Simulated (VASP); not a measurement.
# I (Cmce) in VASP: relaxation of shape and atoms at fixed volume with PBEsol

Aim: the relaxation of shape and atoms at fixed volume of I with PBEsol.

All numbers are computed with VASP 6.6.1; they aren't measurements. Logs are shortened: lines on timing, memory, paths and dates and some standing lists are left out, and cuts for length are marked.

### 1 The cell of the first run

Symmetry: Cmce, No. 64, orthorhombic system. The conventional cell has a = 7.753 Å, b = 4.453 Å, c = 9.752 Å, α = 90.00°, β = 90.00°, γ = 90.00°. Within 3.8 Å of I (site symmetry m) lie 4 I at 2.84 to 3.78 Å.

### 2 Relaxation of shape and atoms at fixed volume, PBEsol (42.09 Å³/atom)

The input, INCAR:

```
SYSTEM = I
  PREC = Accurate
  ENCUT = 600
  EDIFF = 1E-6
  ISMEAR = 0
  SIGMA = 0.02
  LREAL = .False.
  LASPH = .True.
  NELM = 80
  ALGO = Normal
  ISIF = 4
  LWAVE = .False.
  LCHARG = .False.
  GGA = PS
  IBRION = 2
  NSW = 50
  EDIFFG = -0.01
```

The input, KPOINTS:

```
Automatic mesh
0
Gamma
  8 8 4
  0 0 0
```

The input, POSCAR:

```
I
1.0
    3.8763804390     -2.2265580780      0.0000000000
    3.8763804390      2.2265580780      0.0000000000
    0.0000000000      0.0000000000      9.7520777993
I
4
Direct
    0.8286338883      0.1713661117      0.8773684294
    0.3286338883      0.6713661117      0.6226315706
    0.1713661117      0.8286338883      0.1226315706
    0.6713661117      0.3286338883      0.3773684294
```

Potentials or basis: VASP PAW PBE potentials, release 64 (I).

Started as:

```bash
$ cat potpaw_PBE.64/I/POTCAR > POTCAR
$ mpirun -np 1 vasp_std > vasp.out
```

OUTCAR:

```text
SYSTEM = I
   PREC = Accurate
   ENCUT = 600
   EDIFF = 1E-6
   ISMEAR = 0
   LREAL = .False.
   LASPH = .True.
   NELM = 80
   ISIF = 4
   GGA = PS
   IBRION = 2
   NSW = 50
   EDIFFG = -0.01

 ion  position               nearest neighbor table
   1  0.829  0.171  0.877-   3 2.84   2 3.34   2 3.34
   2  0.329  0.671  0.623-   4 2.84   1 3.34   1 3.34
   3  0.171  0.829  0.123-   1 2.84   4 3.34   4 3.34
   4  0.671  0.329  0.377-   2 2.84   3 3.34   3 3.34

  LATTYP: Found a base centered orthorhombic cell.
 ALAT       =     4.4531161560
 B/A-ratio  =     1.7409743214
 C/A-ratio  =     2.1899446270

  Lattice vectors:

 A1 = (  -3.8763804390,  -2.2265580780,   0.0000000000)
 A2 = (   3.8763804390,  -2.2265580780,   0.0000000000)
 A3 = (   0.0000000000,   0.0000000000,   9.7520777993)

Analysis of symmetry for initial positions (statically):
=====================================================================
 Subroutine PRICEL returns:
 Original cell was already a primitive cell.

 Routine SETGRP: Setting up the symmetry group for a
 base centered orthorhombic supercell.

 Subroutine GETGRP returns: Found  8 space group operations
 (whereof  4 operations were pure point group operations)
 out of a pool of  8 trial point group operations.

The static configuration has the point symmetry C_2h.
 The point group associated with its full space group is D_2h.

Analysis of symmetry for dynamics (positions and initial velocities):
=====================================================================
 Subroutine PRICEL returns:
 Original cell was already a primitive cell.

 Routine SETGRP: Setting up the symmetry group for a
 base centered orthorhombic supercell.

 Subroutine GETGRP returns: Found  8 space group operations
 (whereof  4 operations were pure point group operations)
 out of a pool of  8 trial point group operations.

The dynamic configuration has the point symmetry C_2h.
 The point group associated with its full space group is D_2h.

 Subroutine INISYM returns: Found  8 space group operations
 (whereof  4 operations are pure point group operations),
 and found     1 'primitive' translations

----------------------------------------------------------------------------------------

                                     Primitive cell

  volume of cell :     168.3401

  direct lattice vectors                    reciprocal lattice vectors
     3.876380439 -2.226558078  0.000000000     0.128986308 -0.224561849  0.000000000
     3.876380439  2.226558078  0.000000000     0.128986308  0.224561849  0.000000000
     0.000000000  0.000000000  9.752077799     0.000000000  0.000000000  0.102542250

  length of vectors
     4.470334012  4.470334012  9.752077799     0.258970060  0.258970060  0.102542250

  position of ions in fractional coordinates (direct lattice)
     0.828633888  0.171366112  0.877368429
     0.328633888  0.671366112  0.622631571
     0.171366112  0.828633888  0.122631571
     0.671366112  0.328633888  0.377368429

  ion indices of the primitive-cell ions
   primitive index   ion index
                 1           1
                 2           2
                 3           3
                 4           4

----------------------------------------------------------------------------------------

 KPOINTS: Automatic mesh

Automatic generation of k-mesh.
 Grid dimensions read from file:
 generate k-points for:    8    8    4

 Generating k-lattice:

  Cartesian coordinates                     Fractional coordinates (reciprocal lattice)
     0.016123288 -0.028070231  0.000000000     0.125000000  0.000000000  0.000000000
     0.016123288  0.028070231  0.000000000     0.000000000  0.125000000  0.000000000
     0.000000000  0.000000000  0.025635563     0.000000000  0.000000000  0.250000000

  Length of vectors
     0.032371257  0.032371257  0.025635563

  Shift w.r.t. Gamma in fractional coordinates (k-lattice)
     0.000000000  0.000000000  0.000000000

 Subroutine IBZKPT returns following result:
 ===========================================

 Found     63 irreducible k-points:

 Following reciprocal coordinates:
            Coordinates               Weight
  0.000000  0.000000  0.000000      1.000000
  0.125000  0.000000  0.000000      4.000000
  0.250000  0.000000  0.000000      4.000000
  0.375000  0.000000  0.000000      4.000000
  0.500000  0.000000  0.000000      2.000000
  0.125000  0.125000  0.000000      2.000000
[... 16 lines left out ...]
  0.125000  0.000000  0.250000      8.000000
  0.250000  0.000000  0.250000      8.000000
 [... further k-points ...]
   k-points           NKPTS =     63   k-points in BZ     NKDIM =     63   number of bands    NBANDS=     18
   number of dos      NEDOS =    301   number of ions     NIONS =      4
   total plane-waves  NPLWV = 103680
   dimension x,y,z NGX =    36 NGY =   36 NGZ =   80
   dimension x,y,z NGXF=    72 NGYF=   72 NGZF=  160
   ions per type =               4
   NGX,Y,Z   is equivalent  to a cutoff of  13.39, 13.39, 13.64 a.u.
   NGXF,Y,Z  is equivalent  to a cutoff of  26.78, 26.78, 27.28 a.u.
 SYSTEM =  I
   PREC   = accura    normal or accurate (medium, high low for compatibility)
   ISTART =      0    job   : 0-new  1-cont  2-samecut
   ICHARG =      2    charge: 1-file 2-atom 10-const
   ISPIN  =      1    spin polarized calculation?
   LNONCOLLINEAR =      F non collinear calculations
   LSORBIT =      F    spin-orbit coupling
   LASPH  =      T    aspherical Exc in radial PAW
   ENCUT  =  600.0 eV  44.10 Ry    6.64 a.u.   8.93  8.93 19.48*2*pi/ulx,y,z
   NELM   =     80;   NELMIN=  2; NELMDL= -5     # of ELM steps
   EDIFF  = 0.1E-05   stopping-criterion for ELM
   LREAL  =      F    real-space projection
   EDIFFG = -.1E-01   stopping-criterion for IOM
   NSW    =     50    number of steps for IOM
   IBRION =      2    ionic relax: 0-MD 1-quasi-New 2-CG
   NFREE  =      1    steps in history (QN), initial steepest desc. (CG)
   ISIF   =      4    stress and relaxation
   ISYM   =      2    0-nonsym 1-usesym 2-fastsym
   POTIM  = 0.5000    time-step for ionic-motion
   TEBEG  =    0.0;   TEEND  =   0.0 temperature during run
   PSTRESS=    0.0 pullay stress
   NELECT =      28.0000    total number of electrons
   NUPDOWN=      -1.0000    fix difference up-down
   EMIN   =  10.00;   EMAX   =-10.00  energy-range for DOS
   EFERMI =   0.00;   METHOD = LEGACY
   ISMEAR =     0;   SIGMA  =   0.02  broadening in eV -4-tet -1-fermi 0-gaus
   EFERMI_NEDOS =   21; number of points for ismear=-14 and -15
   IALGO  =     38    algorithm
   IMIX   =      4    mixing-type and parameters
     AMIX     =   0.40;   BMIX     =  1.00
     AMIX_MAG =   1.60;   BMIX_MAG =  1.00
  volume/ion in A,a.u.               =      42.09       284.00
  Fermi-wavevector in a.u.,A,eV,Ry     =   0.900323  1.701364 11.028629  0.810581
  Thomas-Fermi vector in A             =   2.023266
   LORBIT       =      0    0 simple, 1 ext, 2 COOP (PROOUT), +10 PAW based schemes
   GGA     = PS    functional components
   LHFCALC =     F    Hartree Fock is set to
   AEXX    =    0.0000 exact exchange contribution
   IVDW    =     0    specifies the selected vdW correction
   LEPSILON=     F    determine dielectric tensor
   LRPA    =     F    only Hartree local field effects (RPA)
 conjugate gradient relaxation of ions
 non-spin polarized calculation
 Gauss-broadening in eV      SIGMA  =   0.02
  energy-cutoff  :      600.00
  volume of cell :      168.34
 maximum number of plane-waves:      5652
   NGX = 17   NGY = 17   NGZ = 39

--------------------------------------- Ionic step        1  -------------------------------------------

 number of electron      28.0000000 magnetization

 Free energy of the ion-electron system (eV)
  ---------------------------------------------------
  ext. energy  EPLUGINS =         0.00000000
  ---------------------------------------------------
  free energy    TOTEN  =        -7.00220716 eV

  energy without entropy =       -7.00220716  energy(sigma->0) =       -7.00220716

------------------------ aborting loop because EDIFF is reached ----------------------------------------

  FORCE on cell =-STRESS in cart. coord.  units (eV):
  Direction    XX          YY          ZZ          XY          YZ          ZX
  --------------------------------------------------------------------------------------
  -------------------------------------------------------------------------------------
  Total       -0.2725491     -1.0770033     -1.6437734      0.0000000     -0.0000000      0.0000000
  in kB       -2.5939872    -10.2503821    -15.6446181      0.0000000     -0.0000000      0.0000000
  external PRESSURE =      -9.4963291 kB  Pullay stress =       0.0000000 kB
[... 251 lines left out ...]
  energy  without entropy=       -7.0114852626  energy(sigma->0) =       -7.01148526

--------------------------------------- Ionic step        8  -------------------------------------------

 number of electron      28.0000000 magnetization

 Free energy of the ion-electron system (eV)
  ---------------------------------------------------
  ext. energy  EPLUGINS =         0.00000000
  ---------------------------------------------------
  free energy    TOTEN  =        -7.01162397 eV

  energy without entropy =       -7.01162397  energy(sigma->0) =       -7.01162397

 E-fermi :   2.8397     XC(G=0):  -8.2328

 val. band max:        2.6928076940   @ k =   0.0000   0.0000   0.0000
 cond. band min:       3.5407607390   @ k =   0.5000   0.3750   0.0000
 fundamental gap:      0.8479530450
 Fermi energy:         2.8397407484

 k-point     1 :       0.0000    0.0000    0.0000
  band No.  band energies     occupation
      1     -11.0014      2.00000
      2     -10.1839      2.00000
      3      -9.4584      2.00000
      4      -8.0103      2.00000
      5      -2.0245      2.00000
      6      -0.3934      2.00000
[... 10 lines left out ...]
     17       7.3457      0.00000
     18       7.3727      0.00000
[... 466 lines left out ...]
      2     -10.2678      2.00000
      3      -9.0646      2.00000
      4      -8.3945      2.00000
      5      -1.9521      2.00000
      6      -1.3752      2.00000
[... 10 lines left out ...]
     17       8.2509      0.00000
     18       8.4140      0.00000

 [... further k-points ...]
[... 5 lines left out ...]
  --------------------------------------------------------------------------------------
  -------------------------------------------------------------------------------------
  Total       -0.3592032     -0.3672501     -0.3390000      0.0000000     -0.0000000      0.0000000
  in kB       -3.4187179     -3.4953034     -3.2264333      0.0000000     -0.0000000      0.0000000
  external PRESSURE =      -3.3801515 kB  Pullay stress =       0.0000000 kB
[... 19 lines left out ...]
  FREE ENERGIE OF THE ION-ELECTRON SYSTEM (eV)
  ---------------------------------------------------
  free  energy   TOTEN  =        -7.0116239660 eV

  energy  without entropy=       -7.0116239660  energy(sigma->0) =       -7.01162397

 reached required accuracy - stopping structural energy minimisation
```

Run time: 19 min. Hardware: 1 thread of Intel Xeon 8259CL, shared host; peak memory 0.43 GiB.

Results:

```yaml
Free_energy: -7.0116 eV
Energy_gained_by_relaxing: 2.4 meV/atom
Ionic_steps: 8
Pressure_after_relaxing: -0.3 GPa
Band_gap_on_the_k_mesh: 0.85 eV (least direct gap 1.05 eV)
```

Step by step:
| step | energy change (eV) | largest force (eV/Å) | pressure (GPa) | volume (Å³) |
| --- | --- | --- | --- | --- |
| 1 | 0.0000 | 0.1200 | -0.95 | 168.34 |
| 2 | -0.0084 | 0.0234 | -0.49 | 168.34 |
| 3 | -0.0086 | 0.0351 | -0.40 | 168.34 |
| 4 | -0.0089 | 0.0208 | -0.39 | 168.34 |
| 5 | -0.0092 | 0.0114 | -0.36 | 168.34 |
| 6 | -0.0092 | 0.0096 | -0.37 | 168.34 |
| 7 | -0.0093 | 0.0070 | -0.36 | 168.34 |
| 8 | -0.0094 | 0.0014 | -0.34 | 168.34 |

Final structure:
```yaml
crystal:
  lattice:
    - [3.93773, -2.20714, 0.00000]
    - [3.93773, 2.20714, 0.00000]
    - [0.00000, 0.00000, 9.68460]
  atoms:
    - { symbol: I, position: [0.83006, 0.16994, 0.87736] }
    - { symbol: I, position: [0.33006, 0.66994, 0.62264] }
    - { symbol: I, position: [0.16994, 0.83006, 0.12264] }
    - { symbol: I, position: [0.66994, 0.33006, 0.37736] }
```

Caveat: the PAW data sets were made with another functional, which shifts forces and pressure a little; spin-orbit coupling is left out, which moves the levels of the heavy elements. A k mesh can miss the band edges.
